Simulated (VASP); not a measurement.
## GdO: single point with r2SCAN

The system is GdO.

```xyz
2
Lattice="0.0000 2.7000 2.7000 2.7000 0.0000 2.7000 2.7000 2.7000 0.0000" Properties=species:S:1:pos:R:3 pbc="T T T"
Gd    0.0000    0.0000    0.0000
O     4.0500    4.0500    4.0500
```

```yaml
Program: VASP 6.6.1
Task: single point
Functional: r2SCAN
Potentials_or_basis: VASP PAW PBE potentials, release 64 (Gd, O)
Cutoff: 520 eV
k_mesh: 9 × 9 × 9
Occupations: fermi-dirac, width 0.05 eV
Spin: collinear spin, ferromagnetic start
Starting_moments: "[7.0, 0.0] μB"
```

The pressure is -2.4 GPa, the net moment is 7.94 μB per cell and the site moments are Gd +6.99; O +0.03 μB. The valence electrons inside the program's atomic spheres are Gd 15.17; O 5.03.

Levels at points of the mesh, in eV from the Fermi level:
Spin up:
```tsv
k point	band 12	band 13	band 14	band 15	band 16	band 17	band 18	band 19	band 20	band 21
(0.00, 0.00, 0.00)	-5.91	-5.46	-5.46	-5.46	-2.40	2.79	2.79	4.63	4.63	4.63
```
Spin down:
```tsv
k point	band 5	band 6	band 7	band 8	band 9	band 10	band 11	band 12
(0.00, 0.00, 0.00)	-20.45	-5.69	-5.69	-5.69	-0.84	1.19	1.19	1.19
```

It took 5.5 min on 1 thread of Intel(R) Xeon(R) Platinum 8259CL CPU @ 2.50GHz (Skylake/Cascade Lake), with other jobs on the host, peak memory 0.23 GiB.

Caveat: the PAW data sets were made with another functional, which shifts forces and pressure a little; spin-orbit coupling is left out, which moves the levels of the heavy elements; a cell with one magnetic atom can't hold antiferromagnetic order, which such compounds often take; semilocal functionals describe open f shells poorly, which spoils levels, moments and volumes. With open d or f shells a metallic result of r2SCAN can be an artefact of self-interaction; +U or a hybrid may open a gap.
